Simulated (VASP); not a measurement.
# Rh (R-3m) in VASP: a series of runs

Rh is run at these levels: LDA; tasks: single point.

Everything below comes from runs of VASP 6.6.1. Logs are shortened: lines on timing, memory, paths and dates and some standing lists are left out, and cuts for length are marked.

## 1. The cell of the first run

The structure is trigonal, space group R-3m (No. 166). Conventional cell: a = 2.676 Å, b = 2.676 Å, c = 6.653 Å, α = 90.00°, β = 90.00°, γ = 120.00°. Rh (site symmetry -3m) has 12 Rh at 2.68 to 2.70 Å within 3.5 Å.

## 2. Single point, LDA (equal xy, yz and zx shear strains of +1 %)

File INCAR:

```
PREC = Accurate ; ENCUT = 520
EDIFF = 1E-6 ; ISMEAR = -1
SIGMA = 0.03 ; LREAL = False
LASPH = True ; NELM = 60
ALGO = Normal ; ISIF = 2
LWAVE = False ; LCHARG = False
GGA = CA ; NBANDS = 14
```

File KPOINTS:

```
Automatic mesh
0
Gamma
  16 16 16
```

File POSCAR:

```
Rh
1.0
    0.0190155000      1.9110577500      1.9110577500
    1.9110577500      0.0190155000      1.9110577500
    1.9110577500      1.9110577500      0.0190155000
Rh
1
Direct
    0.0000000000      0.0000000000      0.0000000000
```

Potentials or basis: VASP PAW LDA potentials, release 64 (Rh_pv).

Command:

```
$ cat potpaw_LDA.64/Rh_pv/POTCAR > POTCAR
$ mpirun -np 1 vasp_std > vasp.out
```

OUTCAR:

```text
PREC = Accurate
   ENCUT = 520
   EDIFF = 1E-6
   ISMEAR = -1
   LREAL = False
   LASPH = True
   NELM = 60
   ISIF = 2
   GGA = CA

 ion  position               nearest neighbor table
   1  0.000  0.000  0.000-

  LATTYP: Found a trigonal (rhomboedric) cell.
 ALAT       =     2.7027106832
 COS(alpha) =     0.5099250056

  Lattice vectors:

 A1 = (   0.0190155000,   1.9110577500,   1.9110577500)
 A2 = (   1.9110577500,   0.0190155000,   1.9110577500)
 A3 = (   1.9110577500,   1.9110577500,   0.0190155000)

Analysis of symmetry for initial positions (statically):
=====================================================================
 Subroutine PRICEL returns:
 Original cell was already a primitive cell.

 Routine SETGRP: Setting up the symmetry group for a
 trigonal (rhombohedral) supercell.

 Subroutine GETGRP returns: Found 12 space group operations
 (whereof 12 operations were pure point group operations)
 out of a pool of 12 trial point group operations.

The static configuration has the point symmetry D_3d.

Analysis of symmetry for dynamics (positions and initial velocities):
=====================================================================
 Subroutine PRICEL returns:
 Original cell was already a primitive cell.

 Routine SETGRP: Setting up the symmetry group for a
 trigonal (rhombohedral) supercell.

 Subroutine GETGRP returns: Found 12 space group operations
 (whereof 12 operations were pure point group operations)
 out of a pool of 12 trial point group operations.

The dynamic configuration has the point symmetry D_3d.

 Subroutine INISYM returns: Found 12 space group operations
 (whereof 12 operations are pure point group operations),
 and found     1 'primitive' translations

----------------------------------------------------------------------------------------

                                     Primitive cell

  volume of cell :      13.7506

  direct lattice vectors                    reciprocal lattice vectors
     0.019015500  1.911057750  1.911057750    -0.265572953  0.262956471  0.262956471
     1.911057750  0.019015500  1.911057750     0.262956471 -0.265572953  0.262956471
     1.911057750  1.911057750  0.019015500     0.262956471  0.262956471 -0.265572953

  length of vectors
     2.702710683  2.702710683  2.702710683     0.456969588  0.456969588  0.456969588

  position of ions in fractional coordinates (direct lattice)
     0.000000000  0.000000000  0.000000000

[... 75 lines left out ...]
   EDIFF  = 0.1E-05   stopping-criterion for ELM
   LREAL  =      F    real-space projection
   EDIFFG = 0.1E-04   stopping-criterion for IOM
   NSW    =      0    number of steps for IOM
   IBRION =     -1    ionic relax: 0-MD 1-quasi-New 2-CG
   NFREE  =      0    steps in history (QN), initial steepest desc. (CG)
   ISIF   =      2    stress and relaxation
   ISYM   =      2    0-nonsym 1-usesym 2-fastsym
   POTIM  = 0.5000    time-step for ionic-motion
   TEBEG  =    0.0;   TEEND  =   0.0 temperature during run
   PSTRESS=    0.0 pullay stress
   NELECT =      15.0000    total number of electrons
   NUPDOWN=      -1.0000    fix difference up-down
   EMIN   =  10.00;   EMAX   =-10.00  energy-range for DOS
   EFERMI =   0.00;   METHOD = LEGACY
   ISMEAR =    -1;   SIGMA  =   0.03  broadening in eV -4-tet -1-fermi 0-gaus
   EFERMI_NEDOS =   21; number of points for ismear=-14 and -15
   IALGO  =     38    algorithm
   IMIX   =      4    mixing-type and parameters
     AMIX     =   0.40;   BMIX     =  1.00
     AMIX_MAG =   1.60;   BMIX_MAG =  1.00
  volume/ion in A,a.u.               =      13.75        92.79
  Fermi-wavevector in a.u.,A,eV,Ry     =   1.685253  3.184666 38.641582  2.840076
  Thomas-Fermi vector in A             =   2.768129
   LORBIT       =      0    0 simple, 1 ext, 2 COOP (PROOUT), +10 PAW based schemes
   GGA     = CA    functional components
   LHFCALC =     F    Hartree Fock is set to
   AEXX    =    0.0000 exact exchange contribution
   IVDW    =     0    specifies the selected vdW correction
   LEPSILON=     F    determine dielectric tensor
   LRPA    =     F    only Hartree local field effects (RPA)
 non-spin polarized calculation
  energy-cutoff  :      520.00
  volume of cell :       13.75
 maximum number of plane-waves:       380
   NGX =  9   NGY =  9   NGZ =  9

 number of electron      15.0000006 magnetization

 Free energy of the ion-electron system (eV)
  ---------------------------------------------------
  ext. energy  EPLUGINS =         0.00000000
  ---------------------------------------------------
  free energy    TOTEN  =        -8.66612188 eV

  energy without entropy =       -8.66165621  energy(sigma->0) =       -8.66388904

 E-fermi :  11.6957     XC(G=0): -14.3504

 val. band max:       11.6942940190   @ k =  -0.4375   0.1875   0.1875
 cond. band min:      11.6961976307   @ k =  -0.2500  -0.2500   0.0625
 fundamental gap:      0.0019036117
 Fermi energy:        11.6956810955

 k-point     1 :       0.0000    0.0000    0.0000
  band No.  band energies     occupation
      1     -34.4595      2.00000
      2     -34.4549      2.00000
      3     -34.4549      2.00000
      4       3.6779      2.00000
      5       8.4758      2.00000
      6       8.6553      2.00000
      7       8.6553      2.00000
      8      10.7283      2.00000
      9      10.7283      2.00000
     10      27.6526      0.00000
     11      32.0575      0.00000
     12      32.7470      0.00000
     13      33.2237      0.00000
     14      33.2237      0.00000
[... 377 lines left out ...]
      1     -34.5283      2.00000
      2     -34.4775      2.00000
      3     -34.4632      2.00000
      4       4.0958      2.00000
      5       8.4436      2.00000
      6       8.6422      2.00000
      7       8.8545      2.00000
      8      10.5282      2.00000
      9      10.7428      2.00000
     10      28.2598      0.00000
     11      31.5072      0.00000
     12      32.0602      0.00000
     13      33.0519      0.00000
     14      33.8483      0.00000

 [... further k-points ...]
[... 5 lines left out ...]
  --------------------------------------------------------------------------------------
  -------------------------------------------------------------------------------------
  Total       -0.8863014     -0.8863014     -0.8863014     -0.1603613     -0.1603613     -0.1603613
  in kB     -103.2692998   -103.2692998   -103.2692998    -18.6848342    -18.6848342    -18.6848342
  external PRESSURE =    -103.2692998 kB  Pullay stress =       0.0000000 kB

 VOLUME and BASIS-vectors are now :
 -----------------------------------------------------------------------------
  energy-cutoff  :      520.00
  volume of cell :       13.75
      direct lattice vectors                 reciprocal lattice vectors
     0.019015500  1.911057750  1.911057750    -0.265572953  0.262956471  0.262956471
     1.911057750  0.019015500  1.911057750     0.262956471 -0.265572953  0.262956471
     1.911057750  1.911057750  0.019015500     0.262956471  0.262956471 -0.265572953

 POSITION                                       TOTAL-FORCE (eV/Angst)
 -----------------------------------------------------------------------------------
      0.00000      0.00000      0.00000        -0.000000      0.000000      0.000000
 -----------------------------------------------------------------------------------
    total drift:                                0.000000      0.000000      0.000000

  FREE ENERGIE OF THE ION-ELECTRON SYSTEM (eV)
  ---------------------------------------------------
  free  energy   TOTEN  =        -8.6661218757 eV

  energy  without entropy=       -8.6616562051  energy(sigma->0) =       -8.66388904
```

Wall time 60 s (1 thread of Intel Xeon 8259CL, shared host); peak memory 0.18 GiB.

Results:

```
Free energy            : -8.6661 eV
Pressure               : -10.3 GPa
Band gap on the k mesh : zero (an odd number of electrons rules out a gap without spin polarisation)
```

Caveat: the cell differs from its parent crystal (equal xy, yz and zx shear strains of +1 %); the cell stands under tension.

## 3. Single point, LDA (equal xy, yz and zx shear strains of +2 %)

File INCAR:

```
SYSTEM = Rh
ALGO = Normal ; EDIFF = 1E-6
ENCUT = 520 ; ISIF = 2
ISMEAR = -1 ; LASPH = .TRUE.
LCHARG = .FALSE. ; LREAL = .FALSE.
LWAVE = .FALSE. ; NBANDS = 14
NELM = 100 ; PREC = Accurate
SIGMA = 0.03
```

File KPOINTS:

```
k-points
0
G
  16 16 16
  0 0 0
```

File POSCAR:

```
Rh
1.0
    0.0380310000      1.9205655000      1.9205655000
    1.9205655000      0.0380310000      1.9205655000
    1.9205655000      1.9205655000      0.0380310000
Rh
1
Direct
    0.0000000000      0.0000000000      0.0000000000
```

Potentials or basis: VASP PAW LDA potentials, release 64 (Rh_pv).

Command:

```
$ cat potpaw_LDA.64/Rh_pv/POTCAR > POTCAR
$ mpirun -np 1 vasp_std > vasp.out
```

OUTCAR:

```text
SYSTEM = Rh
   EDIFF = 1E-6
   ENCUT = 520
   ISIF = 2
   ISMEAR = -1
   LASPH = .TRUE.
   LREAL = .FALSE.
   NELM = 100
   PREC = Accurate

 ion  position               nearest neighbor table
   1  0.000  0.000  0.000-

  LATTYP: Found a trigonal (rhomboedric) cell.
 ALAT       =     2.7163560217
 COS(alpha) =     0.5197000882

  Lattice vectors:

 A1 = (   0.0380310000,   1.9205655000,   1.9205655000)
 A2 = (   1.9205655000,   0.0380310000,   1.9205655000)
 A3 = (   1.9205655000,   1.9205655000,   0.0380310000)

Analysis of symmetry for initial positions (statically):
[... 578 lines left out ...]
      9      10.7468      2.00000
     10      28.2718      0.00000
     11      31.6186      0.00000
     12      32.0657      0.00000
     13      32.8944      0.00000
     14      33.9002      0.00000

 [... further k-points ...]
[... 5 lines left out ...]
  --------------------------------------------------------------------------------------
  -------------------------------------------------------------------------------------
  Total       -0.8602462     -0.8602462     -0.8602462     -0.3209751     -0.3209751     -0.3209751
  in kB     -100.2558064   -100.2558064   -100.2558064    -37.4074490    -37.4074490    -37.4074490
  external PRESSURE =    -100.2558064 kB  Pullay stress =       0.0000000 kB

 VOLUME and BASIS-vectors are now :
 -----------------------------------------------------------------------------
  energy-cutoff  :      520.00
  volume of cell :       13.75
      direct lattice vectors                 reciprocal lattice vectors
     0.038031000  1.920565500  1.920565500    -0.268203298  0.262995467  0.262995467
     1.920565500  0.038031000  1.920565500     0.262995467 -0.268203298  0.262995467
     1.920565500  1.920565500  0.038031000     0.262995467  0.262995467 -0.268203298

 POSITION                                       TOTAL-FORCE (eV/Angst)
 -----------------------------------------------------------------------------------
      0.00000      0.00000      0.00000         0.000000     -0.000000      0.000000
 -----------------------------------------------------------------------------------
    total drift:                                0.000000     -0.000000      0.000000

  FREE ENERGIE OF THE ION-ELECTRON SYSTEM (eV)
  ---------------------------------------------------
  free  energy   TOTEN  =        -8.6591954807 eV

  energy  without entropy=       -8.6548075028  energy(sigma->0) =       -8.65700149
```

stdout:

```text
POSCAR found type information on POSCAR Rh
 POSCAR found :  1 types and       1 ions
 scaLAPACK will be used
 LDA part: xc-table for (Slater(with rela. corr.)+CA(PZ))
 , standard interpolation
 POSCAR, INCAR and KPOINTS ok, starting setup
 FFT: planning ... GRIDC
 FFT: planning ... GRID_SOFT
 FFT: planning ... GRID
 WAVECAR not read
 entering main loop
```

Wall time 74 s (1 thread of Intel Xeon 8259CL, shared host); peak memory 0.18 GiB.

Results:

```yaml
Free_energy: -8.6592 eV
Pressure: -10.0 GPa
Band_gap_on_the_k_mesh: zero (an odd number of electrons rules out a gap without spin polarisation)
```

Stress tensor (GPa, compression positive):
```
-10.03  -3.74  -3.74
 -3.74 -10.03  -3.74
 -3.74  -3.74 -10.03
```

Levels at points of the mesh, in eV from the Fermi level:
```csv
k point,band 3,band 4,band 5,band 6,band 7,band 8,band 9,band 10,band 11,band 12
"(0.00, 0.00, 0.00)",-46.15,-8.02,-3.34,-2.99,-2.99,-0.96,-0.96,15.94,20.36,20.75
"(0.50, 0.00, 0.00)",-46.25,-6.16,-3.39,-2.96,0.49,0.73,0.81,8.75,15.40,20.36
"(0.50, 0.50, 0.00)",-46.42,-6.33,-5.98,0.55,1.00,1.03,3.22,12.26,12.85,13.60
"(0.50, 0.50, 0.50)",-46.24,-6.18,-3.12,-3.12,0.41,0.53,0.53,8.14,15.72,20.36
```

Caveat: the cell differs from its parent crystal (equal xy, yz and zx shear strains of +2 %); the cell stands under tension.
